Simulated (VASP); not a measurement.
# Ir (Fm-3m) in VASP: further runs

Runs on Ir. Level: LDA. Tasks: single point.

All numbers are computed with VASP 6.6.1; they aren't measurements. Logs are shortened: lines on timing, memory, paths and dates and some standing lists are left out, and cuts for length are marked.

## (1) The cell of the first run

It takes space group Fm-3m (No. 225, cubic). The conventional cell has a = 3.812 Å, b = 3.812 Å, c = 3.812 Å, α = 90.00°, β = 90.00°, γ = 90.00°. Within 3.6 Å of Ir (site symmetry m-3m) lie 12 Ir at 2.70 Å.

## (2) Single point, LDA

INCAR

```
PREC = Accurate
ENCUT = 520
EDIFF = 1E-7
ISMEAR = 1
SIGMA = 0.01
LREAL = F
LASPH = T
NELM = 100
ALGO = Normal
ISIF = 2
LWAVE = F
LCHARG = F
GGA = CA
NBANDS = 10
```

KPOINTS

```
regular mesh
0
Gamma
  14 14 14
```

POSCAR

```
Ir
1.0
    0.0000000000      1.9060927672      1.9060927672
    1.9060927672      0.0000000000      1.9060927672
    1.9060927672      1.9060927672      0.0000000000
Ir
1
Direct
    0.0000000000      0.0000000000      0.0000000000
```

Potentials or basis: VASP PAW LDA potentials, release 64 (Ir).

The run is started by

```bash
> cat potpaw_LDA.64/Ir/POTCAR > POTCAR
> mpirun -np 1 vasp_std > vasp.out
```

OUTCAR:

```text
PREC = Accurate
   ENCUT = 520
   EDIFF = 1E-7
   ISMEAR = 1
   LREAL = F
   LASPH = T
   NELM = 100
   ISIF = 2
   GGA = CA

 ion  position               nearest neighbor table
   1  0.000  0.000  0.000-

  LATTYP: Found a face centered cubic cell.
 ALAT       =     3.8121855344

  Lattice vectors:

 A1 = (   0.0000000000,   1.9060927672,   1.9060927672)
 A2 = (   1.9060927672,   0.0000000000,   1.9060927672)
 A3 = (   1.9060927672,   1.9060927672,   0.0000000000)

Analysis of symmetry for initial positions (statically):
=====================================================================
 Subroutine PRICEL returns:
 Original cell was already a primitive cell.

 Routine SETGRP: Setting up the symmetry group for a
 face centered cubic supercell.

 Subroutine GETGRP returns: Found 48 space group operations
 (whereof 48 operations were pure point group operations)
 out of a pool of 48 trial point group operations.

The static configuration has the point symmetry O_h .

Analysis of symmetry for dynamics (positions and initial velocities):
=====================================================================
 Subroutine PRICEL returns:
 Original cell was already a primitive cell.

 Routine SETGRP: Setting up the symmetry group for a
 face centered cubic supercell.

 Subroutine GETGRP returns: Found 48 space group operations
 (whereof 48 operations were pure point group operations)
 out of a pool of 48 trial point group operations.

The dynamic configuration has the point symmetry O_h .

 Subroutine INISYM returns: Found 48 space group operations
 (whereof 48 operations are pure point group operations),
 and found     1 'primitive' translations

----------------------------------------------------------------------------------------

                                     Primitive cell

  volume of cell :      13.8504

  direct lattice vectors                    reciprocal lattice vectors
     0.000000000  1.906092767  1.906092767    -0.262316719  0.262316719  0.262316719
     1.906092767  0.000000000  1.906092767     0.262316719 -0.262316719  0.262316719
     1.906092767  1.906092767  0.000000000     0.262316719  0.262316719 -0.262316719

  length of vectors
     2.695622243  2.695622243  2.695622243     0.454345884  0.454345884  0.454345884

  position of ions in fractional coordinates (direct lattice)
     0.000000000  0.000000000  0.000000000

  ion indices of the primitive-cell ions
   primitive index   ion index
                 1           1

----------------------------------------------------------------------------------------

 KPOINTS: regular mesh

Automatic generation of k-mesh.
 Grid dimensions read from file:
 generate k-points for:   14   14   14

 Generating k-lattice:

  Cartesian coordinates                     Fractional coordinates (reciprocal lattice)
    -0.018736908  0.018736908  0.018736908     0.071428571  0.000000000  0.000000000
     0.018736908 -0.018736908  0.018736908     0.000000000  0.071428571  0.000000000
     0.018736908  0.018736908 -0.018736908     0.000000000  0.000000000  0.071428571

  Length of vectors
     0.032453277  0.032453277  0.032453277

  Shift w.r.t. Gamma in fractional coordinates (k-lattice)
     0.000000000  0.000000000  0.000000000

 Subroutine IBZKPT returns following result:
 ===========================================

 Found    104 irreducible k-points:

 Following reciprocal coordinates:
            Coordinates               Weight
  0.000000  0.000000  0.000000      1.000000
  0.071429  0.000000  0.000000      8.000000
  0.142857  0.000000  0.000000      8.000000
  0.214286  0.000000  0.000000      8.000000
  0.285714  0.000000  0.000000      8.000000
  0.357143  0.000000  0.000000      8.000000
[... 16 lines left out ...]
  0.214286  0.142857  0.000000     24.000000
  0.285714  0.142857  0.000000     24.000000
 [... further k-points ...]
   k-points           NKPTS =    104   k-points in BZ     NKDIM =    104   number of bands    NBANDS=     10
   number of dos      NEDOS =    301   number of ions     NIONS =      1
   total plane-waves  NPLWV =   8000
   dimension x,y,z NGX =    20 NGY =   20 NGZ =   20
   dimension x,y,z NGXF=    40 NGYF=   40 NGZF=   40
   ions per type =               1
   NGX,Y,Z   is equivalent  to a cutoff of  12.33, 12.33, 12.33 a.u.
   NGXF,Y,Z  is equivalent  to a cutoff of  24.67, 24.67, 24.67 a.u.
 SYSTEM =  unknown system
   PREC   = accura    normal or accurate (medium, high low for compatibility)
   ISTART =      0    job   : 0-new  1-cont  2-samecut
   ICHARG =      2    charge: 1-file 2-atom 10-const
   ISPIN  =      1    spin polarized calculation?
   LNONCOLLINEAR =      F non collinear calculations
   LSORBIT =      F    spin-orbit coupling
   LASPH  =      T    aspherical Exc in radial PAW
   ENCUT  =  520.0 eV  38.22 Ry    6.18 a.u.   5.01  5.01  5.01*2*pi/ulx,y,z
   NELM   =    100;   NELMIN=  2; NELMDL= -5     # of ELM steps
   EDIFF  = 0.1E-06   stopping-criterion for ELM
   LREAL  =      F    real-space projection
   EDIFFG = 0.1E-05   stopping-criterion for IOM
   NSW    =      0    number of steps for IOM
   IBRION =     -1    ionic relax: 0-MD 1-quasi-New 2-CG
   NFREE  =      0    steps in history (QN), initial steepest desc. (CG)
   ISIF   =      2    stress and relaxation
   ISYM   =      2    0-nonsym 1-usesym 2-fastsym
   POTIM  = 0.5000    time-step for ionic-motion
   TEBEG  =    0.0;   TEEND  =   0.0 temperature during run
   PSTRESS=    0.0 pullay stress
   NELECT =       9.0000    total number of electrons
   NUPDOWN=      -1.0000    fix difference up-down
   EMIN   =  10.00;   EMAX   =-10.00  energy-range for DOS
   EFERMI =   0.00;   METHOD = LEGACY
   ISMEAR =     1;   SIGMA  =   0.01  broadening in eV -4-tet -1-fermi 0-gaus
   EFERMI_NEDOS =   21; number of points for ismear=-14 and -15
   IALGO  =     38    algorithm
   IMIX   =      4    mixing-type and parameters
     AMIX     =   0.40;   BMIX     =  1.00
     AMIX_MAG =   1.60;   BMIX_MAG =  1.00
  volume/ion in A,a.u.               =      13.85        93.47
  Fermi-wavevector in a.u.,A,eV,Ry     =   1.417974  2.679583 27.356562  2.010651
  Thomas-Fermi vector in A             =   2.539148
   LORBIT       =      0    0 simple, 1 ext, 2 COOP (PROOUT), +10 PAW based schemes
   GGA     = CA    functional components
   LHFCALC =     F    Hartree Fock is set to
   AEXX    =    0.0000 exact exchange contribution
   IVDW    =     0    specifies the selected vdW correction
   LEPSILON=     F    determine dielectric tensor
   LRPA    =     F    only Hartree local field effects (RPA)
 non-spin polarized calculation
 Methfessel and Paxton  Order N= 1 SIGMA  =   0.01
  energy-cutoff  :      520.00
  volume of cell :       13.85
 maximum number of plane-waves:       388
   NGX =  9   NGY =  9   NGZ =  9

 number of electron       9.0000001 magnetization

 Free energy of the ion-electron system (eV)
  ---------------------------------------------------
  ext. energy  EPLUGINS =         0.00000000
  ---------------------------------------------------
  free energy    TOTEN  =       -10.31243928 eV

  energy without entropy =      -10.31235891  energy(sigma->0) =      -10.31241249

 E-fermi :  10.5674     XC(G=0): -14.2623

 val. band max:       10.5649364003   @ k =   0.4286   0.2857   0.0714
 cond. band min:      10.5677430809   @ k =   0.4286   0.3571   0.0714
 fundamental gap:      0.0028066806
 Fermi energy:        10.5674143821

 k-point     1 :       0.0000    0.0000    0.0000
  band No.  band energies     occupation
      1      -0.6470      2.00000
      2       6.6419      2.00000
      3       6.6419      2.00000
      4       6.6419      2.00000
      5       9.4611      2.00000
      6       9.4611      2.00000
      7      24.9866      0.00000
      8      30.6537      0.00000
      9      30.6537      0.00000
     10      30.6537      0.00000

 k-point     2 :       0.0714    0.0000    0.0000
  band No.  band energies     occupation
      1      -0.4152      2.00000
      2       6.5189      2.00000
      3       6.7425      2.00000
      4       6.7425      2.00000
      5       9.3959      2.00000
      6       9.3959      2.00000
      7      25.3903      0.00000
      8      29.5291      0.00000
      9      31.0404      0.00000
     10      31.0404      0.00000

 k-point     3 :       0.1429    0.0000    0.0000
  band No.  band energies     occupation
      1       0.2370      2.00000
      2       6.2404      2.00000
      3       6.9772      2.00000
      4       6.9772      2.00000
      5       9.2924      2.00000
      6       9.2924      2.00000
      7      26.4058      0.00000
      8      27.6059      0.00000
      9      32.1428      0.00000
     10      32.1428      0.00000

 k-point     4 :       0.2143    0.0000    0.0000
  band No.  band energies     occupation
      1       1.1465      2.00000
      2       6.0636      2.00000
      3       7.1288      2.00000
      4       7.1288      2.00000
      5       9.4157      2.00000
      6       9.4157      2.00000
      7      25.5350      0.00000
      8      27.5588      0.00000
      9      33.7806      0.00000
     10      33.7806      0.00000
[... 222 lines left out ...]
 k-point    22 :       0.1429    0.1429    0.0000
  band No.  band energies     occupation
      1       0.5417      2.00000
      2       5.7872      2.00000
      3       7.3432      2.00000
      4       7.3432      2.00000
      5       8.4744      2.00000
      6       9.8202      2.00000
      7      27.0399      0.00000
      8      28.9306      0.00000
      9      30.9061      0.00000
     10      30.9061      0.00000

 k-point    23 :       0.2143    0.1429    0.0000
  band No.  band energies     occupation
      1       1.2588      2.00000
      2       5.4359      2.00000
      3       7.4794      2.00000
      4       7.6722      2.00000
      5       8.3884      2.00000
      6      10.0244      2.00000
      7      27.7082      0.00000
      8      28.1539      0.00000
      9      30.9619      0.00000
     10      31.5297      0.00000

 k-point    24 :       0.2857    0.1429    0.0000
  band No.  band energies     occupation
      1       2.1483      2.00000
      2       5.2602      2.00000
      3       7.0380      2.00000
      4       7.8034      2.00000
      5       9.2038      2.00000
      6      10.4382      2.00000
      7      25.7614      0.00000
      8      28.6863      0.00000
      9      30.9192      0.00000
     10      31.8583      0.00000

 [... further k-points ...]
[... 5 lines left out ...]
  --------------------------------------------------------------------------------------
  -------------------------------------------------------------------------------------
  Total        0.2094230      0.2094230      0.2094230      0.0000000      0.0000000      0.0000000
  in kB       24.2255120     24.2255120     24.2255120      0.0000000      0.0000000      0.0000000
  external PRESSURE =      24.2255120 kB  Pullay stress =       0.0000000 kB

 VOLUME and BASIS-vectors are now :
 -----------------------------------------------------------------------------
  energy-cutoff  :      520.00
  volume of cell :       13.85
      direct lattice vectors                 reciprocal lattice vectors
     0.000000000  1.906092767  1.906092767    -0.262316719  0.262316719  0.262316719
     1.906092767  0.000000000  1.906092767     0.262316719 -0.262316719  0.262316719
     1.906092767  1.906092767  0.000000000     0.262316719  0.262316719 -0.262316719

 POSITION                                       TOTAL-FORCE (eV/Angst)
 -----------------------------------------------------------------------------------
      0.00000      0.00000      0.00000         0.000000      0.000000      0.000000
 -----------------------------------------------------------------------------------
    total drift:                                0.000000      0.000000     -0.000000

  FREE ENERGIE OF THE ION-ELECTRON SYSTEM (eV)
  ---------------------------------------------------
  free  energy   TOTEN  =       -10.3124392757 eV

  energy  without entropy=      -10.3123589057  energy(sigma->0) =      -10.31241249
```

It took 6.1 s on 1 thread of Intel Xeon 6975P-C, shared host; peak memory 0.13 GiB.

What came out:

- Free energy: -10.3124 eV
- Pressure: 2.4 GPa

Caveat: spin-orbit coupling is left out, which moves the levels of the heavy elements.

## (3) Single point, LDA

INCAR

```
  PREC = Accurate
  ENCUT = 520
  EDIFF = 1E-6
  ISMEAR = 1
  SIGMA = 0.03
  LREAL = False
  LASPH = True
  NELM = 60
  ALGO = Normal
  ISIF = 2
  LWAVE = False
  LCHARG = False
  GGA = CA
  NBANDS = 10
```

KPOINTS

```
Automatic mesh
0
Gamma
  14 14 14
```

POSCAR is that of step 2.

Potentials or basis: VASP PAW LDA potentials, release 64 (Ir).

The run is started by

```bash
> cat potpaw_LDA.64/Ir/POTCAR > POTCAR
> mpirun -np 1 vasp_std > vasp.out
```

It took 7.4 s on 1 thread of Intel Xeon 6975P-C, shared host; peak memory 0.13 GiB.

The run converged. Its results:

```yaml
Free_energy: -10.3126 eV
Pressure: 2.4 GPa
```

Levels at points of the mesh, in eV from the Fermi level:
```
           k point  band 2  band 3  band 4  band 5  band 6  band 7
(0.00, 0.00, 0.00)   -3.93   -3.93   -3.93   -1.11   -1.11   14.42
(0.50, 0.00, 0.00)   -4.02   -4.02   -0.65    1.05    1.05    7.60
(0.50, 0.50, 0.00)   -7.48    1.04    1.65    1.65    1.86   10.93
```

Caveat: spin-orbit coupling is left out, which moves the levels of the heavy elements.

## (4) Single point, LDA

INCAR

```
SYSTEM = Ir
  ALGO = Normal
  EDIFF = 1E-7
  ENCUT = 520
  ISIF = 2
  ISMEAR = 1
  LASPH = .True.
  LCHARG = .False.
  LREAL = .False.
  LWAVE = .False.
  NBANDS = 10
  NELM = 100
  PREC = Accurate
  SIGMA = 0.2
```

KPOINTS

```
k-points
0
Gamma
  14 14 14
  0 0 0
```

POSCAR is that of step 3.

The run is started by

```bash
> cat potpaw_LDA.64/Ir/POTCAR > POTCAR
> mpirun -np 1 vasp_std > vasp.out
```

Wall time 5.7 s (1 thread of Intel Xeon 6975P-C, shared host); peak memory 0.13 GiB.

Results (log left out):

```
Free energy : -10.3155 eV
Pressure    : 2.4 GPa
```

Levels at points of the mesh, in eV from the Fermi level:
| k point | band 1 | band 2 | band 3 | band 4 | band 5 | band 6 | band 7 | band 8 | band 9 |
| --- | --- | --- | --- | --- | --- | --- | --- | --- | --- |
| (0.00, 0.00, 0.00) | -11.22 | -3.93 | -3.93 | -3.93 | -1.11 | -1.11 | 14.41 | 20.08 | 20.08 |
| (0.50, 0.00, 0.00) | -8.23 | -4.03 | -4.03 | -0.66 | 1.05 | 1.05 | 7.60 | 13.96 | 20.04 |
| (0.50, 0.50, 0.00) | -8.05 | -7.49 | 1.04 | 1.64 | 1.64 | 1.85 | 10.93 | 11.91 | 11.91 |

Caveat: spin-orbit coupling is left out, which moves the levels of the heavy elements.

## (5) Single point, LDA

INCAR

```
PREC     = Accurate       # precision mode
ENCUT    = 520            # plane-wave cutoff, eV
EDIFF    = 1E-6           # SCF threshold, eV
ISMEAR   = 1              # smearing method
SIGMA    = 0.3            # smearing width, eV
LREAL    = F              # projectors in reciprocal space
LASPH    = T              # aspherical terms in the spheres
NELM     = 60             # most SCF steps
ALGO     = Normal         # electronic algorithm
ISIF     = 2              # what is computed and relaxed
LWAVE    = F              # write WAVECAR
LCHARG   = F              # write CHGCAR
NBANDS   = 10             # bands
```

KPOINTS

```
Automatic mesh
0
Gamma
  14 14 14
```

POSCAR is that of step 4.

The run is started by

```bash
> cat potpaw_LDA.64/Ir/POTCAR > POTCAR
> mpirun -np 1 vasp_std > vasp.out
```

It took 6.4 s on 1 thread of Intel Xeon 6975P-C, shared host; peak memory 0.13 GiB.

The run converged. Its results:

```yaml
Free_energy: -10.3175 eV
Pressure: 2.4 GPa
```

Levels at points of the mesh, in eV from the Fermi level:
```tsv
k point	band 1	band 2	band 3	band 4	band 5	band 6	band 7	band 8
(0.00, 0.00, 0.00)	-11.24	-3.95	-3.95	-3.95	-1.13	-1.13	14.40	20.06
(0.50, 0.00, 0.00)	-8.25	-4.05	-4.05	-0.67	1.03	1.03	7.58	13.94
(0.50, 0.50, 0.00)	-8.07	-7.51	1.02	1.62	1.62	1.84	10.91	11.90
```

Caveat: spin-orbit coupling is left out, which moves the levels of the heavy elements.

## (6) Single point, LDA

INCAR

```
ALGO     = Normal         # electronic algorithm
EDIFF    = 1E-6           # SCF threshold, eV
ENCUT    = 520            # plane-wave cutoff, eV
ISIF     = 2              # what is computed and relaxed
ISMEAR   = 1              # smearing method
LASPH    = T              # aspherical terms in the spheres
LCHARG   = F              # write CHGCAR
LREAL    = F              # projectors in reciprocal space
LWAVE    = F              # write WAVECAR
NBANDS   = 10             # bands
NELM     = 60             # most SCF steps
PREC     = Accurate       # precision mode
SIGMA    = 0.6            # smearing width, eV
```

KPOINTS

```
k-points
0
Gamma
  14 14 14
```

POSCAR is that of step 5.

Potentials or basis: VASP PAW LDA potentials, release 64 (Ir).

The run is started by

```bash
> cat potpaw_LDA.64/Ir/POTCAR > POTCAR
> mpirun -np 1 vasp_std > vasp.out
```

Wall time 7.4 s (1 thread of Intel Xeon 6975P-C, shared host); peak memory 0.13 GiB.

Results (log left out):

```yaml
Free_energy: -10.3177 eV
Pressure: 2.2 GPa
```

Levels at points of the mesh, in eV from the Fermi level:
| k point | band 3 | band 4 | band 5 | band 6 | band 7 | band 8 |
| --- | --- | --- | --- | --- | --- | --- |
| (0.00, 0.00, 0.00) | -4.01 | -4.01 | -1.19 | -1.19 | 14.33 | 20.00 |
| (0.50, 0.00, 0.00) | -4.11 | -0.73 | 0.97 | 0.97 | 7.52 | 13.88 |
| (0.50, 0.50, 0.00) | 0.96 | 1.56 | 1.56 | 1.77 | 10.85 | 11.83 |

Caveat: spin-orbit coupling is left out, which moves the levels of the heavy elements.

## (7) Summary

| smearing | gap on the mesh (eV) | pressure (GPa) |
| --- | --- | --- |
| methfessel-paxton 0.01 eV | none | 2.4 |
| methfessel-paxton 0.03 eV | none | 2.4 |
| methfessel-paxton 0.2 eV | none | 2.4 |
| methfessel-paxton 0.3 eV | none | 2.4 |
| methfessel-paxton 0.6 eV | none | 2.2 |

Alike in all rows: task single point; level LDA; potentials or basis VASP PAW LDA potentials, release 64 (Ir); no spin polarisation; cell as given; k mesh 14 × 14 × 14; cutoff (eV) 520.

Every run on the cell as given and a fine mesh finds a metal.

Caveats: spin-orbit coupling is left out, which moves the levels of the heavy elements.

Absolute energies hang on the potentials; compare differences alone.
